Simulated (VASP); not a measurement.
Here is a VASP 6.6.1 calculation.

File INCAR:

```
PREC = Accurate
ENCUT = 520
EDIFF = 1E-6
ISMEAR = -1
SIGMA = 0.05
LREAL = F
LASPH = T
NELM = 80
ALGO = Normal
ISIF = 2
LWAVE = F
LCHARG = F
GGA = PE
NBANDS = 17
```

File KPOINTS:

```
Automatic mesh
0
Gamma
  5 5 5
```

File POSCAR:

```
SnTe
1.0
    0.0000000000      3.2053851201      3.2053851201
    3.2053851201      0.0000000000      3.2053851201
    3.2053851201      3.2053851201      0.0000000000
Sn Te
1 1
Direct
    0.0000000000      0.0000000000      0.0000000000
    0.5000000000      0.5000000000      0.5000000000
```

Potentials or basis: VASP PAW PBE potentials, release 64 (Sn_d, Te).

Command:

```sh
$ cat potpaw_PBE.64/Sn_d/POTCAR potpaw_PBE.64/Te/POTCAR > POTCAR
$ mpirun -np 1 vasp_std > vasp.out
```

(1) Estimate the pressure.

Results:

(1) -0.1 GPa.
